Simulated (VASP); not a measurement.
# Ti8O17 (a cell with a defect) in VASP: further runs

Ti8O17 (a cell with a defect) is run at these levels: PBE; tasks: single point.

Program: VASP 6.6.1. These are calculated values, not measurements. Logs are shortened: lines on timing, memory, paths and dates and some standing lists are left out, and cuts for length are marked.

### Step 1. The cell of the first run

The cell holds a defect, 25 atoms: a = 6.567 Å, b = 6.567 Å, c = 5.927 Å, α = 90.00°, β = 90.00°, γ = 90.00°.

### Step 2. Single point, PBE

Contents of INCAR:

```
ALGO = Normal ; EDIFF = 1E-6
ENCUT = 520 ; GGA = PE
GGA_COMPAT = False ; ISIF = 2
ISMEAR = -1 ; LASPH = True
LCHARG = True ; LELF = True
LREAL = False ; LVHAR = True
LWAVE = False ; NBANDS = 117
NELM = 120 ; PREC = Accurate
SIGMA = 0.01
```

Contents of KPOINTS:

```
k-points
0
Gamma
  1 1 1
```

Contents of POSCAR:

```
Ti8O17
1.0
    4.6435389800      4.6435389800      0.0000000000
   -4.6435389800      4.6435389800      0.0000000000
    0.0000000000      0.0000000000      5.9273749100
Ti O
8 17
Direct
    0.0108424894      0.4869580371     -0.0323575171
    0.4958676074     -0.0010165481     -0.0317495908
    0.0067095638     -0.0008439233      0.2239113787
    0.5165171334      0.4962054884      0.2213183750
    0.0135190506      0.5033374890      0.4674172456
    0.5117053259      0.0025134674      0.4707583342
   -0.0047286715      0.0139245002      0.7100085798
    0.5126611580      0.4980396846      0.7186601302
    0.2298850058      0.4768248357      0.2928452246
    0.7149009299     -0.0000442166      0.2741443696
    0.0108240767      0.1973954115      0.0139126608
    0.5076274687      0.7072290991      0.0261316506
   -0.0797587143      0.8068488165     -0.0276875003
    0.5107076577      0.2941421871      0.0221774629
    0.3029669086      0.0156990263      0.2814926942
    0.8133391205      0.5055024194      0.2605573312
    0.2177175699      0.4910183184      0.7714223064
    0.7014888512      0.0146212852      0.7671511207
   -0.0015565028      0.2034197799      0.4958853253
    0.5130223341      0.7076192847      0.5282860549
    0.0064193648      0.7941861405      0.5305629516
    0.5197087030      0.2963929673      0.5188313960
    0.2916087511      0.0053388494      0.7718263326
    0.8083949301      0.4832656937      0.7658838788
    0.1121317804      0.7574403534      0.0832934548
```

Potentials or basis: VASP PAW PBE potentials, release 64 (Ti_sv, O).

The run is started by

```console
> cat potpaw_PBE.64/Ti_sv/POTCAR potpaw_PBE.64/O/POTCAR > POTCAR
> mpirun -np 1 vasp_gam > vasp.out
```

OUTCAR:

```text
EDIFF = 1E-6
   ENCUT = 520
   GGA = PE
   ISIF = 2
   ISMEAR = -1
   LASPH = True
   LREAL = False
   NELM = 120
   PREC = Accurate

 ion  position               nearest neighbor table
   1  0.011  0.487  0.968-  24 1.79  17 1.79  11 1.92  25 2.02  16 2.17  13 2.18   9 2.41
   2  0.496  0.999  0.968-  23 1.78  18 1.80  12 1.95  14 1.97  15 2.25  10 2.31
   3  0.007  0.999  0.224-  11 1.80  25 1.92  10 1.94  15 1.98  13 2.04  19 2.10  21 2.26   7 2.88

   4  0.517  0.496  0.221-  14 1.78  12 1.81   9 1.93  16 1.96  22 2.20  20 2.29
   5  0.014  0.503  0.467-   9 1.77  16 1.80  21 1.95  19 1.98  24 2.23  17 2.25
   6  0.512  0.003  0.471-  10 1.77  15 1.77  22 1.95  20 1.97  18 2.16  23 2.30
   7  0.995  0.014  0.710-  19 1.78  21 1.79  18 1.96  23 1.98  13 2.12  11 2.17   3 2.88
   8  0.513  0.498  0.719-  22 1.78  20 1.78  17 1.96  24 1.96  14 2.24  12 2.28
   9  0.230  0.477  0.293-   5 1.77   4 1.93   1 2.41
  10  0.715  1.000  0.274-   6 1.77   3 1.94   2 2.31
  11  0.011  0.197  0.014-   3 1.80   1 1.92   7 2.17
  12  0.508  0.707  0.026-   4 1.81   2 1.95   8 2.28
  13  0.920  0.807  0.972-  25 1.46   3 2.04   7 2.12   1 2.18
  14  0.511  0.294  0.022-   4 1.78   2 1.97   8 2.24
  15  0.303  0.016  0.281-   6 1.77   3 1.98   2 2.25
  16  0.813  0.506  0.261-   5 1.80   4 1.96   1 2.17
  17  0.218  0.491  0.771-   1 1.79   8 1.96   5 2.25
  18  0.701  0.015  0.767-   2 1.80   7 1.96   6 2.16
  19  0.998  0.203  0.496-   7 1.78   5 1.98   3 2.10
  20  0.513  0.708  0.528-   8 1.78   6 1.97   4 2.29
  21  0.006  0.794  0.531-   7 1.79   5 1.95   3 2.26
  22  0.520  0.296  0.519-   8 1.78   6 1.95   4 2.20
  23  0.292  0.005  0.772-   2 1.78   7 1.98   6 2.30
  24  0.808  0.483  0.766-   1 1.79   8 1.96   5 2.23
  25  0.112  0.757  0.083-  13 1.46   3 1.92   1 2.02

  LATTYP: Found a simple tetragonal cell.
 ALAT       =     6.5669558029
 C/A-ratio  =     0.9026061828

  Lattice vectors:

 A1 = (   4.6435389800,   4.6435389800,   0.0000000000)
 A2 = (  -4.6435389800,   4.6435389800,   0.0000000000)
 A3 = (   0.0000000000,   0.0000000000,   5.9273749100)

Analysis of symmetry for initial positions (statically):
=====================================================================
 Subroutine PRICEL returns:
 Original cell was already a primitive cell.

 Routine SETGRP: Setting up the symmetry group for a
 simple tetragonal supercell.

 Subroutine GETGRP returns: Found  1 space group operations
 (whereof  1 operations were pure point group operations)
 out of a pool of 16 trial point group operations.

The static configuration has the point symmetry C_1 .

Analysis of symmetry for dynamics (positions and initial velocities):
=====================================================================
 Subroutine PRICEL returns:
 Original cell was already a primitive cell.

 Routine SETGRP: Setting up the symmetry group for a
 simple tetragonal supercell.

 Subroutine GETGRP returns: Found  1 space group operations
 (whereof  1 operations were pure point group operations)
 out of a pool of 16 trial point group operations.

The dynamic configuration has the point symmetry C_1 .

 Subroutine INISYM returns: Found  1 space group operations
 (whereof  1 operations are pure point group operations),
 and found     1 'primitive' translations

----------------------------------------------------------------------------------------

                                     Primitive cell

  volume of cell :     255.6175

  direct lattice vectors                    reciprocal lattice vectors
     4.643538980  4.643538980  0.000000000     0.107676495  0.107676495  0.000000000
    -4.643538980  4.643538980  0.000000000    -0.107676495  0.107676495  0.000000000
     0.000000000  0.000000000  5.927374910     0.000000000  0.000000000  0.168708748

  length of vectors
     6.566955803  6.566955803  5.927374910     0.152277559  0.152277559  0.168708748

  position of ions in fractional coordinates (direct lattice)
     0.010842489  0.486958037  0.967642483
     0.495867607  0.998983452  0.968250409
     0.006709564  0.999156077  0.223911379
     0.516517133  0.496205488  0.221318375
     0.013519051  0.503337489  0.467417246
     0.511705326  0.002513467  0.470758334
[... 17 lines left out ...]
     0.808394930  0.483265694  0.765883879
     0.112131780  0.757440353  0.083293455

  ion indices of the primitive-cell ions
   primitive index   ion index
                 1           1
                 2           2
                 3           3
                 4           4
                 5           5
                 6           6
[... 17 lines left out ...]
                24          24
                25          25

----------------------------------------------------------------------------------------

 KPOINTS: k-points

Automatic generation of k-mesh.
 Grid dimensions read from file:
 generate k-points for:    1    1    1

 Generating k-lattice:

  Cartesian coordinates                     Fractional coordinates (reciprocal lattice)
     0.107676495  0.107676495  0.000000000     1.000000000  0.000000000  0.000000000
    -0.107676495  0.107676495  0.000000000     0.000000000  1.000000000  0.000000000
     0.000000000  0.000000000  0.168708748     0.000000000  0.000000000  1.000000000

  Length of vectors
     0.152277559  0.152277559  0.168708748

  Shift w.r.t. Gamma in fractional coordinates (k-lattice)
     0.000000000  0.000000000  0.000000000

 Subroutine IBZKPT returns following result:
 ===========================================

 Found      1 irreducible k-points:

 Following reciprocal coordinates:
            Coordinates               Weight
  0.000000  0.000000  0.000000      1.000000
   k-points           NKPTS =      1   k-points in BZ     NKDIM =      1   number of bands    NBANDS=    117
   number of dos      NEDOS =    301   number of ions     NIONS =     25
   total plane-waves  NPLWV = 120000
   dimension x,y,z NGX =    50 NGY =   50 NGZ =   48
   dimension x,y,z NGXF=   100 NGYF=  100 NGZF=   96
   ions per type =               8  17
   NGX,Y,Z   is equivalent  to a cutoff of  12.66, 12.66, 13.46 a.u.
   NGXF,Y,Z  is equivalent  to a cutoff of  25.32, 25.32, 26.93 a.u.
 SYSTEM =  unknown system
   PREC   = accura    normal or accurate (medium, high low for compatibility)
   ISTART =      0    job   : 0-new  1-cont  2-samecut
   ICHARG =      2    charge: 1-file 2-atom 10-const
   ISPIN  =      1    spin polarized calculation?
   LNONCOLLINEAR =      F non collinear calculations
   LSORBIT =      F    spin-orbit coupling
   LASPH  =      T    aspherical Exc in radial PAW
   ENCUT  =  520.0 eV  38.22 Ry    6.18 a.u.  12.21 12.21 11.02*2*pi/ulx,y,z
   NELM   =    120;   NELMIN=  2; NELMDL= -5     # of ELM steps
   EDIFF  = 0.1E-05   stopping-criterion for ELM
   LREAL  =      F    real-space projection
   EDIFFG = 0.1E-04   stopping-criterion for IOM
   NSW    =      0    number of steps for IOM
   IBRION =     -1    ionic relax: 0-MD 1-quasi-New 2-CG
   NFREE  =      0    steps in history (QN), initial steepest desc. (CG)
   ISIF   =      2    stress and relaxation
   ISYM   =      2    0-nonsym 1-usesym 2-fastsym
   POTIM  = 0.5000    time-step for ionic-motion
   TEBEG  =    0.0;   TEEND  =   0.0 temperature during run
   PSTRESS=    0.0 pullay stress
   NELECT =     198.0000    total number of electrons
   NUPDOWN=      -1.0000    fix difference up-down
   EMIN   =  10.00;   EMAX   =-10.00  energy-range for DOS
   EFERMI =   0.00;   METHOD = LEGACY
   ISMEAR =    -1;   SIGMA  =   0.01  broadening in eV -4-tet -1-fermi 0-gaus
   EFERMI_NEDOS =   21; number of points for ismear=-14 and -15
   IALGO  =     38    algorithm
   IMIX   =      4    mixing-type and parameters
     AMIX     =   0.40;   BMIX     =  1.00
     AMIX_MAG =   1.60;   BMIX_MAG =  1.00
  volume/ion in A,a.u.               =      10.22        69.00
  Fermi-wavevector in a.u.,A,eV,Ry     =   1.503487  2.841179 30.755608  2.260473
  Thomas-Fermi vector in A             =   2.614591
   LORBIT       =      0    0 simple, 1 ext, 2 COOP (PROOUT), +10 PAW based schemes
   GGA     = PE    functional components
   LHFCALC =     F    Hartree Fock is set to
   AEXX    =    0.0000 exact exchange contribution
   IVDW    =     0    specifies the selected vdW correction
   LEPSILON=     F    determine dielectric tensor
   LRPA    =     F    only Hartree local field effects (RPA)
 non-spin polarized calculation
  energy-cutoff  :      520.00
  volume of cell :      255.62
 maximum number of plane-waves:      3432
 NGX is ok and might be reduce to    50
   NGX = 25   NGY = 25   NGZ = 23

 number of electron     198.0000000 magnetization

 Free energy of the ion-electron system (eV)
  ---------------------------------------------------
  ext. energy  EPLUGINS =         0.00000000
  ---------------------------------------------------
  free energy    TOTEN  =      -216.51111585 eV

  energy without entropy =     -216.51111585  energy(sigma->0) =     -216.51111585

 E-fermi :   5.0466     XC(G=0): -11.4308

 val. band max:        4.7176339013   @ k =   0.0000   0.0000   0.0000
 cond. band min:       7.2454525539   @ k =   0.0000   0.0000   0.0000
 fundamental gap:      2.5278186526
 Fermi energy:         5.0466189822

 k-point     1 :       0.0000    0.0000    0.0000
  band No.  band energies     occupation
      1     -51.9137      2.00000
      2     -51.7464      2.00000
      3     -51.6151      2.00000
      4     -51.6076      2.00000
      5     -51.5808      2.00000
      6     -51.5627      2.00000
[... 103 lines left out ...]
    110       8.3853      0.00000
    111       8.4616      0.00000
 [bands above 111 left out]

------------------------ aborting loop because EDIFF is reached ----------------------------------------

  FORCE on cell =-STRESS in cart. coord.  units (eV):
  Direction    XX          YY          ZZ          XY          YZ          ZX
  --------------------------------------------------------------------------------------
  -------------------------------------------------------------------------------------
  Total       16.0697013     14.2398165     27.6045055     -2.8009017      0.9442108      3.2905449
  in kB      100.7228026     89.2533222    173.0214588    -17.5556882      5.9181908     20.6247084
  external PRESSURE =     120.9991945 kB  Pullay stress =       0.0000000 kB

 VOLUME and BASIS-vectors are now :
 -----------------------------------------------------------------------------
  energy-cutoff  :      520.00
  volume of cell :      255.62
      direct lattice vectors                 reciprocal lattice vectors
     4.643538980  4.643538980  0.000000000     0.107676495  0.107676495  0.000000000
    -4.643538980  4.643538980  0.000000000    -0.107676495  0.107676495  0.000000000
     0.000000000  0.000000000  5.927374910     0.000000000  0.000000000  0.168708748

 POSITION                                       TOTAL-FORCE (eV/Angst)
 -----------------------------------------------------------------------------------
     -2.21086      2.31156      5.73558         0.010020     -0.001540      0.105049
     -2.33624      6.94140      5.73918         0.020981      0.010493      0.114953
     -4.60846      4.67078      1.32721        -0.011800      0.009491      0.094366
      0.09432      4.70262      1.31184        -0.007225      0.022080      0.099140
     -2.27449      2.40004      2.77056        -0.015260     -0.012570      0.115202
      2.36445      2.38780      2.79036        -0.001879     -0.007729      0.112146
[... 17 lines left out ...]
      1.50975      5.99788      4.53968        -0.033499     -0.034382     -0.062941
     -2.99652      4.03789      0.49371         0.286015      0.141529      0.123464
 -----------------------------------------------------------------------------------
    total drift:                                0.000486      0.000478      0.003510

  FREE ENERGIE OF THE ION-ELECTRON SYSTEM (eV)
  ---------------------------------------------------
  free  energy   TOTEN  =      -216.5111158507 eV

  energy  without entropy=     -216.5111158507  energy(sigma->0) =     -216.51111585
```

Run time: 36 s. Hardware: 1 thread of Intel Xeon 6975P-C (Granite Rapids), shared host; peak memory 0.3 GiB.

Results:

| Item | Value |
| --- | --- |
| Free energy | -216.5111 eV |
| Pressure | 12.1 GPa |
| Largest force | 0.342 eV/Å |

Forces on the atoms (eV/Å):
```
Ti   0.010 -0.002  0.105
Ti   0.021  0.010  0.115
Ti  -0.012  0.009  0.094
Ti  -0.007  0.022  0.099
Ti  -0.015 -0.013  0.115
Ti  -0.002 -0.008  0.112
Ti  -0.005 -0.012  0.100
Ti  -0.005  0.006  0.123
O    0.043  0.028 -0.052
O    0.021  0.025 -0.057
O   -0.023  0.026 -0.046
O   -0.021  0.021 -0.048
O   -0.237 -0.163 -0.172
O    0.031 -0.035 -0.059
O   -0.038 -0.034 -0.051
O   -0.031 -0.029 -0.052
O    0.032  0.029 -0.055
O    0.026  0.036 -0.048
O   -0.037  0.038 -0.061
O   -0.033  0.031 -0.059
O    0.027 -0.024 -0.041
O    0.041 -0.033 -0.060
O   -0.039 -0.036 -0.062
O   -0.033 -0.034 -0.063
O    0.286  0.142  0.123
```

Caveat: the k points lie up to 1.06 Å⁻¹ apart.

### Step 3. Single point, PBE

Contents of INCAR:

```
SYSTEM = Ti8O17
ALGO = Normal
EDIFF = 1E-6
ENCUT = 520
GGA = PE
GGA_COMPAT = .FALSE.
ISIF = 2
ISMEAR = -1
LASPH = .TRUE.
LCHARG = .TRUE.
LELF = .TRUE.
LREAL = .FALSE.
LVHAR = .TRUE.
LWAVE = .FALSE.
NBANDS = 117
NELM = 120
PREC = Accurate
SIGMA = 0.01
```

Contents of KPOINTS:

```
k-points
0
G
  1 1 1
  0 0 0
```

Contents of POSCAR:

```
Ti8O17
1.0
    4.6435389800      4.6435389800      0.0000000000
   -4.6435389800      4.6435389800      0.0000000000
    0.0000000000      0.0000000000      5.9273749100
Ti O
8 17
Direct
   -0.0143038532      0.4965341111     -0.0400838489
    0.5012982576      0.0138207088     -0.0314051334
    0.0002963257     -0.0026453961      0.2181911925
    0.5121407423      0.5119826732      0.2176079664
   -0.0000740814      0.5079899211      0.4738235800
    0.5031009775      0.0173283783      0.4713074578
   -0.0031489991      0.0128642185      0.7206900297
    0.4961156803      0.5142611078      0.7174565578
    0.1926642597      0.4211964212      0.2222111845
    0.7051718558      0.0116732088      0.2722076846
   -0.0153261339      0.2025981701      0.0168106458
    0.5083074591      0.7187956243      0.0214752740
   -0.0059188692      0.7927243673      0.0221318884
    0.5160329245      0.3094036695      0.0157606025
    0.2920285596      0.0086098125      0.2761881988
    0.8018724546      0.5116459688      0.2637741030
    0.2053252926      0.5074739353      0.7804925570
    0.7029797777      0.0207673502      0.7688430493
   -0.0007053887      0.2158255814      0.5238251413
    0.5226516910      0.7307391011      0.5429050885
   -0.0164336943      0.8038113853      0.5318175496
    0.4938918376      0.3141808449      0.5106182831
    0.2917431093      0.0139946063      0.7781795601
    0.7960902269      0.4993488824      0.7458922486
    0.2417652796      0.6131305266      0.3333301892
```

Potentials or basis: VASP PAW PBE potentials, release 64 (Ti_sv, O).

The run is started by

```console
> cat potpaw_PBE.64/Ti_sv/POTCAR potpaw_PBE.64/O/POTCAR > POTCAR
> mpirun -np 1 vasp_gam > vasp.out
```

Run time: 37 s. Hardware: 1 thread of Intel Xeon 6975P-C (Granite Rapids), shared host; peak memory 0.31 GiB.

The run converged. Its results:

- Free energy: -216.5111 eV
- Pressure: 12.1 GPa
- Largest force: 0.342 eV/Å

Forces in eV/Å, atoms in the order of the input:
```
Ti   0.001 -0.004  0.108
Ti   0.001 -0.007  0.126
Ti  -0.003  0.012  0.121
Ti   0.014  0.014  0.107
Ti   0.001 -0.026  0.098
Ti  -0.023 -0.009  0.106
Ti   0.009 -0.007  0.115
Ti   0.013 -0.011  0.111
O    0.155 -0.237 -0.164
O    0.035  0.035 -0.066
O   -0.034  0.032 -0.049
O   -0.028  0.030 -0.056
O    0.037 -0.041 -0.066
O    0.029 -0.029 -0.058
O   -0.020 -0.018 -0.051
O   -0.030 -0.020 -0.049
O    0.025  0.026 -0.043
O    0.033  0.038 -0.061
O   -0.027  0.026 -0.060
O   -0.028  0.038 -0.056
O    0.029 -0.031 -0.057
O    0.026 -0.029 -0.057
O   -0.033 -0.032 -0.060
O   -0.040 -0.037 -0.060
O   -0.141  0.288  0.121
```

Stress tensor (GPa, compression positive):
```
 8.93  1.77 -0.57
 1.77 10.06  2.04
-0.57  2.04 17.32
```

Levels at points of the mesh, in eV from the Fermi level:
| k point | band 95 | band 96 | band 97 | band 98 | band 99 | band 100 | band 101 | band 102 | band 103 | band 104 |
| --- | --- | --- | --- | --- | --- | --- | --- | --- | --- | --- |
| (0.00, 0.00, 0.00) | -1.08 | -0.85 | -0.84 | -0.51 | -0.31 | 2.22 | 2.40 | 2.72 | 2.88 | 2.93 |

Caveat: the k points lie up to 1.06 Å⁻¹ apart.

(Part 1 of 2 ends here.)
